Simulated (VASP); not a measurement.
# Si (P6_3/mmc) in VASP: further runs

Runs on Si. Level: LDA. Tasks: single point.

All numbers are computed with VASP 6.6.1; they aren't measurements. Logs are shortened: lines on timing, memory, paths and dates and some standing lists are left out, and cuts for length are marked.

## (1) The cell of the first run

Symmetry: P6_3/mmc, No. 194, hexagonal system. Conventional cell: a = 2.509 Å, b = 2.509 Å, c = 4.250 Å, α = 90.00°, β = 90.00°, γ = 120.00°. Si (site symmetry -6m2) has 12 Si at 2.51 to 2.57 Å within 3.3 Å.

## (2) Single point, LDA (volume scaled by 0.84, source ansatz)

File INCAR:

```
SYSTEM = Si
ALGO = Normal
EDIFF = 1E-6
ENCUT = 520
GGA = CA
ISIF = 2
ISMEAR = -1
LASPH = .True.
LCHARG = .False.
LREAL = .False.
LWAVE = .False.
NBANDS = 11
NELM = 60
PREC = Accurate
SIGMA = 0.1
```

File KPOINTS:

```
k-points
0
Gamma
  15 15 8
  0 0 0
```

File POSCAR:

```
Si
1.0
    2.5093322161      0.0000000000      0.0000000000
   -1.2546661081      2.1731454457      0.0000000000
    0.0000000000      0.0000000000      4.2495966124
Si
2
Direct
    0.3333333333      0.6666666667      0.2500000000
    0.6666666667      0.3333333333      0.7500000000
```

Potentials or basis: VASP PAW LDA potentials, release 64 (Si).

The run is started by

```
> cat potpaw_LDA.64/Si/POTCAR > POTCAR
> mpirun -np 1 vasp_std > vasp.out
```

OUTCAR:

```text
SYSTEM = Si
   EDIFF = 1E-6
   ENCUT = 520
   GGA = CA
   ISIF = 2
   ISMEAR = -1
   LASPH = .True.
   LREAL = .False.
   NELM = 60
   PREC = Accurate

 ion  position               nearest neighbor table
   1  0.333  0.667  0.250-   2 2.57   2 2.57   2 2.57   2 2.57   2 2.57   2 2.57
   2  0.667  0.333  0.750-   1 2.57   1 2.57   1 2.57   1 2.57   1 2.57   1 2.57

  LATTYP: Found a hexagonal cell.
 ALAT       =     2.5093322161
 C/A-ratio  =     1.6935169385

  Lattice vectors:

 A1 = (   2.5093322161,   0.0000000000,   0.0000000000)
 A2 = (  -1.2546661081,   2.1731454457,   0.0000000000)
 A3 = (   0.0000000000,   0.0000000000,   4.2495966124)

Analysis of symmetry for initial positions (statically):
=====================================================================
 Subroutine PRICEL returns:
 Original cell was already a primitive cell.

 Routine SETGRP: Setting up the symmetry group for a
 hexagonal supercell.

 Subroutine GETGRP returns: Found 24 space group operations
 (whereof 12 operations were pure point group operations)
 out of a pool of 24 trial point group operations.

The static configuration has the point symmetry D_3d.
 The point group associated with its full space group is D_6h.

Analysis of symmetry for dynamics (positions and initial velocities):
=====================================================================
 Subroutine PRICEL returns:
 Original cell was already a primitive cell.

 Routine SETGRP: Setting up the symmetry group for a
 hexagonal supercell.

 Subroutine GETGRP returns: Found 24 space group operations
 (whereof 12 operations were pure point group operations)
 out of a pool of 24 trial point group operations.

The dynamic configuration has the point symmetry D_3d.
 The point group associated with its full space group is D_6h.

 Subroutine INISYM returns: Found 24 space group operations
 (whereof 12 operations are pure point group operations),
 and found     1 'primitive' translations

----------------------------------------------------------------------------------------

                                     Primitive cell

  volume of cell :      23.1737

  direct lattice vectors                    reciprocal lattice vectors
     2.509332216  0.000000000  0.000000000     0.398512398  0.230081241  0.000000000
    -1.254666108  2.173145446  0.000000000     0.000000000  0.460162481  0.000000000
     0.000000000  0.000000000  4.249596612     0.000000000  0.000000000  0.235316453
[... 85 lines left out ...]
   LREAL  =      F    real-space projection
   EDIFFG = 0.1E-04   stopping-criterion for IOM
   NSW    =      0    number of steps for IOM
   IBRION =     -1    ionic relax: 0-MD 1-quasi-New 2-CG
   NFREE  =      0    steps in history (QN), initial steepest desc. (CG)
   ISIF   =      2    stress and relaxation
   ISYM   =      2    0-nonsym 1-usesym 2-fastsym
   POTIM  = 0.5000    time-step for ionic-motion
   TEBEG  =    0.0;   TEEND  =   0.0 temperature during run
   PSTRESS=    0.0 pullay stress
   NELECT =       8.0000    total number of electrons
   NUPDOWN=      -1.0000    fix difference up-down
   EMIN   =  10.00;   EMAX   =-10.00  energy-range for DOS
   EFERMI =   0.00;   METHOD = LEGACY
   ISMEAR =    -1;   SIGMA  =   0.10  broadening in eV -4-tet -1-fermi 0-gaus
   EFERMI_NEDOS =   21; number of points for ismear=-14 and -15
   IALGO  =     38    algorithm
   IMIX   =      4    mixing-type and parameters
     AMIX     =   0.40;   BMIX     =  1.00
     AMIX_MAG =   1.60;   BMIX_MAG =  1.00
  volume/ion in A,a.u.               =      11.59        78.19
  Fermi-wavevector in a.u.,A,eV,Ry     =   1.148435  2.170228 17.944779  1.318904
  Thomas-Fermi vector in A             =   2.285110
   LORBIT       =      0    0 simple, 1 ext, 2 COOP (PROOUT), +10 PAW based schemes
   GGA     = CA    functional components
   LHFCALC =     F    Hartree Fock is set to
   AEXX    =    0.0000 exact exchange contribution
   IVDW    =     0    specifies the selected vdW correction
   LEPSILON=     F    determine dielectric tensor
   LRPA    =     F    only Hartree local field effects (RPA)
 non-spin polarized calculation
  energy-cutoff  :      520.00
  volume of cell :       23.17
 maximum number of plane-waves:       640
 NGX is ok and might be reduce to    20
   NGX =  9   NGY =  9   NGZ = 15

 number of electron       8.0000001 magnetization

 Free energy of the ion-electron system (eV)
  ---------------------------------------------------
  ext. energy  EPLUGINS =         0.00000000
  ---------------------------------------------------
  free energy    TOTEN  =       -10.80586409 eV

  energy without entropy =      -10.78404411  energy(sigma->0) =      -10.79495410

 E-fermi :  13.3204     XC(G=0): -12.1820

 val. band max:       13.3065063390   @ k =   0.2667   0.2667   0.2500
 cond. band min:      13.3223090525   @ k =   0.2000   0.1333   0.3750
 fundamental gap:      0.0158027135
 Fermi energy:        13.3203699827

 k-point     1 :       0.0000    0.0000    0.0000
  band No.  band energies     occupation
      1      -3.2443      2.00000
      2       4.4864      2.00000
      3       4.7381      2.00000
      4      23.9210      0.00000
      5      23.9210      0.00000
      6      24.6929      0.00000
      7      24.6929      0.00000
      8      24.9509      0.00000
      9      26.2395      0.00000
     10      28.6608      0.00000
     11      29.7462      0.00000
[... 309 lines left out ...]
 k-point    24 :       0.4000    0.2000    0.0000
  band No.  band energies     occupation
      1       5.0001      2.00000
      2       5.2640      2.00000
      3      10.6869      2.00000
      4      12.1368      1.99999
      5      12.2056      1.99997
      6      13.4435      0.45200
      7      13.7592      0.02454
      8      18.4569      0.00000
      9      19.0046      0.00000
     10      27.6861      0.00000
     11      32.4503      0.00000

 [... further k-points ...]
[... 5 lines left out ...]
  --------------------------------------------------------------------------------------
  -------------------------------------------------------------------------------------
  Total        3.5856429      3.5856429      3.5995332     -0.0000000     -0.0000000     -0.0000000
  in kB      247.9036699    247.9036699    248.8640178     -0.0000000     -0.0000000     -0.0000000
  external PRESSURE =     248.2237859 kB  Pullay stress =       0.0000000 kB

 VOLUME and BASIS-vectors are now :
 -----------------------------------------------------------------------------
  energy-cutoff  :      520.00
  volume of cell :       23.17
      direct lattice vectors                 reciprocal lattice vectors
     2.509332216  0.000000000  0.000000000     0.398512398  0.230081241  0.000000000
    -1.254666108  2.173145446  0.000000000     0.000000000  0.460162481  0.000000000
     0.000000000  0.000000000  4.249596612     0.000000000  0.000000000  0.235316453

 POSITION                                       TOTAL-FORCE (eV/Angst)
 -----------------------------------------------------------------------------------
     -0.00000      1.44876      1.06240         0.000000      0.000000      0.000000
      1.25467      0.72438      3.18720        -0.000000     -0.000000      0.000000
 -----------------------------------------------------------------------------------
    total drift:                                0.000000     -0.000000      0.000000

  FREE ENERGIE OF THE ION-ELECTRON SYSTEM (eV)
  ---------------------------------------------------
  free  energy   TOTEN  =       -10.8058640903 eV

  energy  without entropy=      -10.7840441052  energy(sigma->0) =      -10.79495410
```

Run time: 21 s. Hardware: 1 thread of Intel Xeon Platinum 8375C at 2.90GHz (Ice Lake), shared host; peak memory 0.14 GiB.

Results:

| Item | Value |
| --- | --- |
| Free energy | -10.8059 eV |
| Pressure | 24.8 GPa |
| Band gap on the k mesh | zero (band 4 reaches 23.92 eV, above the bottom of band 5 at 9.38 eV) |

Caveat: the cell differs from its parent crystal (volume scaled by 0.84, source ansatz).

## (3) Single point, LDA

This run uses another cell than the first one, of 12.69 Å³/atom, 1.095 times its volume.

File INCAR:

```
  PREC = Accurate
  ENCUT = 520
  EDIFF = 1E-6
  ISMEAR = -1
  SIGMA = 0.1
  LREAL = False
  LASPH = True
  NELM = 60
  ALGO = Normal
  ISIF = 2
  LWAVE = False
  LCHARG = True
  LELF = True
  LVHAR = True
  NBANDS = 11
```

File KPOINTS:

```
Automatic mesh
0
Gamma
  15 15 8
```

File POSCAR:

```
Si
1.0
    2.5858146612      0.0000000000      0.0000000000
   -1.2929073306      2.2393811861      0.0000000000
    0.0000000000      0.0000000000      4.3830637374
Si
2
Direct
    0.3333333333      0.6666666667      0.2500000000
    0.6666666667      0.3333333333      0.7500000000
```

Potentials or basis: VASP PAW LDA potentials, release 64 (Si).

The run is started by

```
> cat potpaw_LDA.64/Si/POTCAR > POTCAR
> mpirun -np 1 vasp_std > vasp.out
```

Run time: 23 s. Hardware: 1 thread of Intel Xeon Platinum 8375C at 2.90GHz (Ice Lake), shared host; peak memory 0.14 GiB.

It converged, with:

- Free energy: -11.0353 eV
- Pressure: 9.7 GPa
- Band gap on the k mesh: zero (band 4 reaches 21.73 eV, above the bottom of band 5 at 7.89 eV)

Levels at points of the mesh, in eV from the Fermi level:
| k point | band 1 | band 2 | band 3 | band 4 | band 5 | band 6 | band 7 | band 8 | band 9 |
| --- | --- | --- | --- | --- | --- | --- | --- | --- | --- |
| (0.00, 0.00, 0.00) | -15.66 | -8.55 | -7.95 | 9.76 | 9.76 | 10.84 | 10.84 | 11.28 | 11.70 |
| (0.00, 0.00, 0.50) | -13.79 | -13.79 | 0.61 | 0.61 | 11.26 | 11.26 | 11.26 | 11.26 | 12.49 |
